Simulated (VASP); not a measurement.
# CdS (F-43m) in VASP: notebook

CdS is run at these levels: PBE, r2SCAN; tasks: single point.

All numbers are computed with VASP 6.6.1; they aren't measurements. Logs are shortened: lines on timing, memory, paths and dates and some standing lists are left out, and cuts for length are marked.

## 1. The cell of the first run

It takes space group F-43m (No. 216, cubic). The conventional cell has a = 5.878 Å, b = 5.878 Å, c = 5.878 Å, α = 90.00°, β = 90.00°, γ = 90.00°. Cd (site symmetry -43m) has 4 S at 2.55 Å within 3.4 Å. Within 3.4 Å of S (site symmetry -43m) lie 4 Cd at 2.55 Å.

## 2. Single point, PBE

INCAR

```
SYSTEM = CdS
PREC = Accurate ; ENCUT = 520
EDIFF = 1E-6 ; ISMEAR = 0
SIGMA = 0.01 ; LREAL = .FALSE.
LASPH = .TRUE. ; NELM = 100
ALGO = Normal ; ISIF = 2
LWAVE = .FALSE. ; LCHARG = .FALSE.
GGA = PE ; NBANDS = 16
```

KPOINTS

```
Automatic mesh
0
G
  6 6 6
  0 0 0
```

POSCAR

```
CdS
1.0
    0.0000000000      2.9392148430      2.9392148430
    2.9392148430      0.0000000000      2.9392148430
    2.9392148430      2.9392148430      0.0000000000
Cd S
1 1
Direct
    0.0000000000      0.0000000000      0.0000000000
    0.2500000000      0.2500000000      0.2500000000
```

Potentials or basis: VASP PAW PBE potentials, release 64 (Cd, S).

Started as:

```sh
> cat potpaw_PBE.64/Cd/POTCAR potpaw_PBE.64/S/POTCAR > POTCAR
> mpirun -np 1 vasp_std > vasp.out
```

OUTCAR:

```text
SYSTEM = CdS
   PREC = Accurate
   ENCUT = 520
   EDIFF = 1E-6
   ISMEAR = 0
   LREAL = .FALSE.
   LASPH = .TRUE.
   NELM = 100
   ISIF = 2
   GGA = PE

 ion  position               nearest neighbor table
   1  0.000  0.000  0.000-   2 2.55   2 2.55   2 2.55   2 2.55
   2  0.250  0.250  0.250-   1 2.55   1 2.55   1 2.55   1 2.55

  LATTYP: Found a face centered cubic cell.
 ALAT       =     5.8784296860

  Lattice vectors:

 A1 = (   0.0000000000,   2.9392148430,   2.9392148430)
 A2 = (   2.9392148430,   0.0000000000,   2.9392148430)
 A3 = (   2.9392148430,   2.9392148430,   0.0000000000)

Analysis of symmetry for initial positions (statically):
=====================================================================
 Subroutine PRICEL returns:
 Original cell was already a primitive cell.

 Routine SETGRP: Setting up the symmetry group for a
 face centered cubic supercell.

 Subroutine GETGRP returns: Found 24 space group operations
 (whereof 24 operations were pure point group operations)
 out of a pool of 48 trial point group operations.

The static configuration has the point symmetry T_d .

Analysis of symmetry for dynamics (positions and initial velocities):
=====================================================================
 Subroutine PRICEL returns:
 Original cell was already a primitive cell.

 Routine SETGRP: Setting up the symmetry group for a
 face centered cubic supercell.

 Subroutine GETGRP returns: Found 24 space group operations
 (whereof 24 operations were pure point group operations)
 out of a pool of 48 trial point group operations.

The dynamic configuration has the point symmetry T_d .

 Subroutine INISYM returns: Found 24 space group operations
 (whereof 24 operations are pure point group operations),
 and found     1 'primitive' translations

----------------------------------------------------------------------------------------

                                     Primitive cell

  volume of cell :      50.7837

  direct lattice vectors                    reciprocal lattice vectors
     0.000000000  2.939214843  2.939214843    -0.170113458  0.170113458  0.170113458
     2.939214843  0.000000000  2.939214843     0.170113458 -0.170113458  0.170113458
     2.939214843  2.939214843  0.000000000     0.170113458  0.170113458 -0.170113458

  length of vectors
     4.156677494  4.156677494  4.156677494     0.294645152  0.294645152  0.294645152

  position of ions in fractional coordinates (direct lattice)
     0.000000000  0.000000000  0.000000000
     0.250000000  0.250000000  0.250000000

  ion indices of the primitive-cell ions
   primitive index   ion index
                 1           1
                 2           2

----------------------------------------------------------------------------------------

 KPOINTS: Automatic mesh

Automatic generation of k-mesh.
 Grid dimensions read from file:
 generate k-points for:    6    6    6

 Generating k-lattice:

  Cartesian coordinates                     Fractional coordinates (reciprocal lattice)
    -0.028352243  0.028352243  0.028352243     0.166666667  0.000000000  0.000000000
     0.028352243 -0.028352243  0.028352243     0.000000000  0.166666667  0.000000000
     0.028352243  0.028352243 -0.028352243     0.000000000  0.000000000  0.166666667

  Length of vectors
     0.049107525  0.049107525  0.049107525

  Shift w.r.t. Gamma in fractional coordinates (k-lattice)
     0.000000000  0.000000000  0.000000000

 Subroutine IBZKPT returns following result:
 ===========================================

 Found     16 irreducible k-points:

 Following reciprocal coordinates:
            Coordinates               Weight
  0.000000  0.000000  0.000000      1.000000
  0.166667  0.000000  0.000000      8.000000
  0.333333  0.000000  0.000000      8.000000
  0.500000  0.000000  0.000000      4.000000
  0.166667  0.166667  0.000000      6.000000
  0.333333  0.166667  0.000000     24.000000
[... 8 lines left out ...]
 -0.333333  0.333333  0.166667     24.000000
 -0.333333  0.500000  0.166667     12.000000
   k-points           NKPTS =     16   k-points in BZ     NKDIM =     16   number of bands    NBANDS=     16
   number of dos      NEDOS =    301   number of ions     NIONS =      2
   total plane-waves  NPLWV =  32768
   dimension x,y,z NGX =    32 NGY =   32 NGZ =   32
   dimension x,y,z NGXF=    64 NGYF=   64 NGZF=   64
   ions per type =               1   1
   NGX,Y,Z   is equivalent  to a cutoff of  12.80, 12.80, 12.80 a.u.
   NGXF,Y,Z  is equivalent  to a cutoff of  25.60, 25.60, 25.60 a.u.
 SYSTEM =  CdS
   PREC   = accura    normal or accurate (medium, high low for compatibility)
   ISTART =      0    job   : 0-new  1-cont  2-samecut
   ICHARG =      2    charge: 1-file 2-atom 10-const
   ISPIN  =      1    spin polarized calculation?
   LNONCOLLINEAR =      F non collinear calculations
   LSORBIT =      F    spin-orbit coupling
   LASPH  =      T    aspherical Exc in radial PAW
   ENCUT  =  520.0 eV  38.22 Ry    6.18 a.u.   7.73  7.73  7.73*2*pi/ulx,y,z
   NELM   =    100;   NELMIN=  2; NELMDL= -5     # of ELM steps
   EDIFF  = 0.1E-05   stopping-criterion for ELM
   LREAL  =      F    real-space projection
   EDIFFG = 0.1E-04   stopping-criterion for IOM
   NSW    =      0    number of steps for IOM
   IBRION =     -1    ionic relax: 0-MD 1-quasi-New 2-CG
   NFREE  =      0    steps in history (QN), initial steepest desc. (CG)
   ISIF   =      2    stress and relaxation
   ISYM   =      2    0-nonsym 1-usesym 2-fastsym
   POTIM  = 0.5000    time-step for ionic-motion
   TEBEG  =    0.0;   TEEND  =   0.0 temperature during run
   PSTRESS=    0.0 pullay stress
   NELECT =      18.0000    total number of electrons
   NUPDOWN=      -1.0000    fix difference up-down
   EMIN   =  10.00;   EMAX   =-10.00  energy-range for DOS
   EFERMI =   0.00;   METHOD = LEGACY
   ISMEAR =     0;   SIGMA  =   0.01  broadening in eV -4-tet -1-fermi 0-gaus
   EFERMI_NEDOS =   21; number of points for ismear=-14 and -15
   IALGO  =     38    algorithm
   IMIX   =      4    mixing-type and parameters
     AMIX     =   0.40;   BMIX     =  1.00
     AMIX_MAG =   1.60;   BMIX_MAG =  1.00
  volume/ion in A,a.u.               =      25.39       171.35
  Fermi-wavevector in a.u.,A,eV,Ry     =   1.158575  2.189390 18.263062  1.342297
  Thomas-Fermi vector in A             =   2.295176
   LORBIT       =      0    0 simple, 1 ext, 2 COOP (PROOUT), +10 PAW based schemes
   GGA     = PE    functional components
   LHFCALC =     F    Hartree Fock is set to
   AEXX    =    0.0000 exact exchange contribution
   IVDW    =     0    specifies the selected vdW correction
   LEPSILON=     F    determine dielectric tensor
   LRPA    =     F    only Hartree local field effects (RPA)
 non-spin polarized calculation
 Gauss-broadening in eV      SIGMA  =   0.01
  energy-cutoff  :      520.00
  volume of cell :       50.78
 maximum number of plane-waves:      1381
   NGX = 15   NGY = 15   NGZ = 15

 number of electron      18.0000005 magnetization

 Free energy of the ion-electron system (eV)
  ---------------------------------------------------
  ext. energy  EPLUGINS =         0.00000000
  ---------------------------------------------------
  free energy    TOTEN  =        -6.13712440 eV

  energy without entropy =       -6.13712440  energy(sigma->0) =       -6.13712440

 E-fermi :   1.1721     XC(G=0):  -9.0402

 val. band max:        1.1198029435   @ k =   0.0000   0.0000   0.0000
 cond. band min:       2.2169980096   @ k =   0.0000   0.0000   0.0000
 fundamental gap:      1.0971950661
 Fermi energy:         1.1721096763

 k-point     1 :       0.0000    0.0000    0.0000
  band No.  band energies     occupation
      1     -11.1095      2.00000
      2      -6.5289      2.00000
      3      -6.5289      2.00000
      4      -6.5289      2.00000
      5      -6.0805      2.00000
      6      -6.0805      2.00000
[... 8 lines left out ...]
     15      12.5635      0.00000
     16      12.5635      0.00000

 k-point     2 :       0.1667    0.0000    0.0000
  band No.  band energies     occupation
      1     -11.0086      2.00000
      2      -6.4934      2.00000
      3      -6.4934      2.00000
      4      -6.4312      2.00000
      5      -6.0811      2.00000
      6      -6.0811      2.00000
[... 8 lines left out ...]
     15      11.7904      0.00000
     16      12.8933      0.00000

 k-point     3 :       0.3333    0.0000    0.0000
  band No.  band energies     occupation
      1     -10.8061      2.00000
      2      -6.4356      2.00000
      3      -6.4356      2.00000
      4      -6.0773      2.00000
      5      -6.0647      2.00000
      6      -6.0647      2.00000
[... 8 lines left out ...]
     15      12.1968      0.00000
     16      12.1968      0.00000

 k-point     4 :       0.5000    0.0000    0.0000
  band No.  band energies     occupation
      1     -10.7056      2.00000
      2      -6.4157      2.00000
      3      -6.4157      2.00000
      4      -6.0451      2.00000
      5      -6.0451      2.00000
      6      -5.7204      2.00000
[... 8 lines left out ...]
     15      13.6166      0.00000
     16      13.6166      0.00000
[... 172 lines left out ...]
 k-point    14 :       0.5000    0.3333    0.1667
  band No.  band energies     occupation
      1     -10.6770      2.00000
      2      -6.3511      2.00000
      3      -6.3427      2.00000
      4      -6.1680      2.00000
      5      -6.0431      2.00000
      6      -5.7990      2.00000
[... 8 lines left out ...]
     15      14.0363      0.00000
     16      14.2708      0.00000

 k-point    15 :      -0.3333    0.3333    0.1667
  band No.  band energies     occupation
      1     -10.6132      2.00000
      2      -6.3467      2.00000
      3      -6.3071      2.00000
      4      -6.1178      2.00000
      5      -6.0627      2.00000
      6      -5.5551      2.00000
[... 8 lines left out ...]
     15      13.5282      0.00000
     16      14.3616      0.00000

 k-point    16 :      -0.3333    0.5000    0.1667
  band No.  band energies     occupation
      1     -10.5820      2.00000
      2      -6.3110      2.00000
      3      -6.2740      2.00000
      4      -6.1524      2.00000
      5      -6.0407      2.00000
      6      -5.5267      2.00000
[... 8 lines left out ...]
     15      14.2499      0.00000
     16      14.3559      0.00000

------------------------ aborting loop because EDIFF is reached ----------------------------------------

  FORCE on cell =-STRESS in cart. coord.  units (eV):
  Direction    XX          YY          ZZ          XY          YZ          ZX
  --------------------------------------------------------------------------------------
  -------------------------------------------------------------------------------------
  Total        0.5437240      0.5437240      0.5437240      0.0000000     -0.0000000      0.0000000
  in kB       17.1539890     17.1539890     17.1539890      0.0000000     -0.0000000      0.0000000
  external PRESSURE =      17.1539890 kB  Pullay stress =       0.0000000 kB

 VOLUME and BASIS-vectors are now :
 -----------------------------------------------------------------------------
  energy-cutoff  :      520.00
  volume of cell :       50.78
      direct lattice vectors                 reciprocal lattice vectors
     0.000000000  2.939214843  2.939214843    -0.170113458  0.170113458  0.170113458
     2.939214843  0.000000000  2.939214843     0.170113458 -0.170113458  0.170113458
     2.939214843  2.939214843  0.000000000     0.170113458  0.170113458 -0.170113458

 POSITION                                       TOTAL-FORCE (eV/Angst)
 -----------------------------------------------------------------------------------
      0.00000      0.00000      0.00000        -0.000000     -0.000000     -0.000000
      1.46961      1.46961      1.46961         0.000000      0.000000      0.000000
 -----------------------------------------------------------------------------------
    total drift:                               -0.000000     -0.000000     -0.000000

  FREE ENERGIE OF THE ION-ELECTRON SYSTEM (eV)
  ---------------------------------------------------
  free  energy   TOTEN  =        -6.1371243970 eV

  energy  without entropy=       -6.1371243970  energy(sigma->0) =       -6.13712440
```

It took 10 s on 1 thread of Intel Xeon Platinum 8259CL at 2.50GHz (Skylake/Cascade Lake), shared host; peak memory 0.18 GiB.

Results:

- Free energy: -6.1371 eV
- Pressure: 1.7 GPa
- Band gap on the k mesh: 1.10 eV, direct

Levels at points of the mesh, in eV from the valence-band top:
```tsv
k point	band 5	band 6	band 7	band 8	band 9	band 10	band 11	band 12	band 13	band 14
(0.00, 0.00, 0.00)	-7.20	-7.20	0.00	0.00	0.00	1.10	6.55	6.55	6.55	11.31
(0.50, 0.00, 0.00)	-7.16	-6.84	-4.26	-0.72	-0.72	2.98	7.01	7.01	7.41	11.02
(0.50, 0.50, 0.00)	-7.12	-6.78	-3.85	-1.80	-1.80	3.59	4.32	9.14	10.64	10.64
```

## 3. Single point, PBE

INCAR

```
PREC = Accurate
ENCUT = 520
EDIFF = 1E-6
ISMEAR = 0
SIGMA = 0.01
LREAL = False
LASPH = True
NELM = 100
ALGO = Normal
ISIF = 2
LWAVE = False
LCHARG = False
GGA = PE
NBANDS = 16
```

KPOINTS

```
regular mesh
0
Gamma
  6 6 6
```

POSCAR is that of step 2.

Potentials or basis: VASP PAW PBE potentials, release 64 (Cd, S).

Started as:

```sh
> cat potpaw_PBE.64/Cd/POTCAR potpaw_PBE.64/S/POTCAR > POTCAR
> mpirun -np 1 vasp_std > vasp.out
```

Wall time 11 s (1 thread of Intel Xeon Platinum 8259CL at 2.50GHz (Skylake/Cascade Lake), shared host); peak memory 0.18 GiB.

The run converged. Its results:

```yaml
Free_energy: -6.1371 eV
Pressure: 1.7 GPa
Band_gap_on_the_k_mesh: 1.10 eV, direct
```

Levels at points of the mesh, in eV from the valence-band top:
| k point | band 5 | band 6 | band 7 | band 8 | band 9 | band 10 | band 11 | band 12 | band 13 | band 14 |
| --- | --- | --- | --- | --- | --- | --- | --- | --- | --- | --- |
| (0.00, 0.00, 0.00) | -7.20 | -7.20 | 0.00 | 0.00 | 0.00 | 1.10 | 6.55 | 6.55 | 6.55 | 11.31 |
| (0.50, 0.00, 0.00) | -7.16 | -6.84 | -4.26 | -0.72 | -0.72 | 2.98 | 7.01 | 7.01 | 7.41 | 11.02 |
| (0.50, 0.50, 0.00) | -7.12 | -6.78 | -3.85 | -1.80 | -1.80 | 3.59 | 4.32 | 9.14 | 10.64 | 10.64 |

## 4. Single point, r2SCAN

POSCAR is that of step 3.

INCAR.step1

```
PREC     = Accurate       # precision mode
ENCUT    = 520            # plane-wave cutoff, eV
ISMEAR   = 0              # smearing method
SIGMA    = 0.01           # smearing width, eV
LREAL    = F              # projectors in reciprocal space
LASPH    = T              # aspherical terms in the spheres
NELM     = 80             # most SCF steps
NBANDS   = 16             # bands
GGA      = PE             # functional
ALGO     = Normal         # electronic algorithm
EDIFF    = 1E-4           # SCF threshold, eV
LWAVE    = T              # write WAVECAR
LCHARG   = F              # write CHGCAR
```

INCAR.step2

```
PREC     = Accurate       # precision mode
ENCUT    = 520            # plane-wave cutoff, eV
EDIFF    = 1E-6           # SCF threshold, eV
ISMEAR   = 0              # smearing method
SIGMA    = 0.01           # smearing width, eV
LREAL    = F              # projectors in reciprocal space
LASPH    = T              # aspherical terms in the spheres
NELM     = 80             # most SCF steps
ALGO     = Normal         # electronic algorithm
ISIF     = 2              # what is computed and relaxed
LWAVE    = F              # write WAVECAR
LCHARG   = T              # write CHGCAR
METAGGA  = R2SCAN         # meta-GGA
LMIXTAU  = T            
LELF     = T              # ELF
LVHAR    = T            
NBANDS   = 16             # bands
ISTART   = 1
```

KPOINTS is that of step 3.

Started as:

```sh
> cat potpaw_PBE.64/Cd/POTCAR potpaw_PBE.64/S/POTCAR > POTCAR
> cp INCAR.step1 INCAR
> mpirun -np 1 vasp_std > vasp.out
> cp INCAR.step2 INCAR
> mpirun -np 1 vasp_std > vasp.out
```

It took 38 s on 1 thread of Intel Xeon Platinum 8259CL at 2.50GHz (Skylake/Cascade Lake), shared host; peak memory 0.18 GiB.

The run converged. Its results:

| Quantity | Value |
| --- | --- |
| Free energy | -29.6844 eV |
| Pressure | 0.3 GPa |
| Band gap on the k mesh | 1.54 eV, direct |

Levels at points of the mesh, in eV from the valence-band top:
```
           k point  band 6  band 7  band 8  band 9  band 10  band 11  band 12  band 13
(0.00, 0.00, 0.00)   -7.41    0.00    0.00    0.00     1.54     7.08     7.08     7.08
(0.50, 0.00, 0.00)   -7.04   -4.32   -0.73   -0.73     3.44     7.48     7.48     7.83
(0.50, 0.50, 0.00)   -6.98   -3.88   -1.84   -1.84     3.88     4.73     9.69    11.40
```

Caveat: the PAW data sets were made with another functional, which shifts forces and pressure a little.

## 5. Single point, PBE

INCAR

```
PREC = Accurate
ENCUT = 520
EDIFF = 1E-7
ISMEAR = 0
SIGMA = 0.01
LREAL = F
LASPH = T
NELM = 60
ALGO = Normal
ISIF = 2
LWAVE = F
LCHARG = T
GGA = PE
LELF = T
LVHAR = T
NBANDS = 16
```

KPOINTS

```
regular mesh
0
Gamma
  8 8 8
```

POSCAR is that of step 4.

Started as:

```sh
> cat potpaw_PBE.64/Cd/POTCAR potpaw_PBE.64/S/POTCAR > POTCAR
> mpirun -np 1 vasp_std > vasp.out
```

It took 18 s on 1 thread of Intel Xeon Platinum 8259CL at 2.50GHz (Skylake/Cascade Lake), shared host; peak memory 0.18 GiB.

It converged, with:

- Free energy: -6.1393 eV
- Pressure: 1.7 GPa
- Band gap on the k mesh: 1.10 eV, direct

Levels at points of the mesh, in eV from the valence-band top:
```
           k point  band 7  band 8  band 9  band 10  band 11  band 12
(0.00, 0.00, 0.00)    0.00    0.00    0.00     1.10     6.55     6.55
(0.50, 0.00, 0.00)   -4.26   -0.72   -0.72     2.98     7.01     7.01
(0.50, 0.50, 0.00)   -3.85   -1.80   -1.80     3.59     4.32     9.14
```

## 6. The runs side by side

| level | k mesh | gap on the mesh (eV) | pressure (GPa) |
| --- | --- | --- | --- |
| PBE | 6 × 6 × 6 | 1.10 | 1.7 |
| r2SCAN | 6 × 6 × 6 | 1.54 | 0.3 |
| PBE | 8 × 8 × 8 | 1.10 | 1.7 |

Alike in all rows: task single point; potentials or basis VASP PAW PBE potentials, release 64 (Cd, S); no spin polarisation; cell as given; cutoff (eV) 520; smearing gaussian 0.01 eV.

On the cell as given the gap runs from 1.10 eV (PBE) to 1.54 eV (r2SCAN); the meshes differ, which moves gaps too. The pressure there spans 0.3 GPa (r2SCAN) to 1.7 GPa (PBE); a positive pressure means that this level wants a larger cell, a negative one a smaller.

Caveats: the PAW data sets were made with another functional, which shifts forces and pressure a little (some runs).

Absolute energies hang on the potentials; compare differences alone.
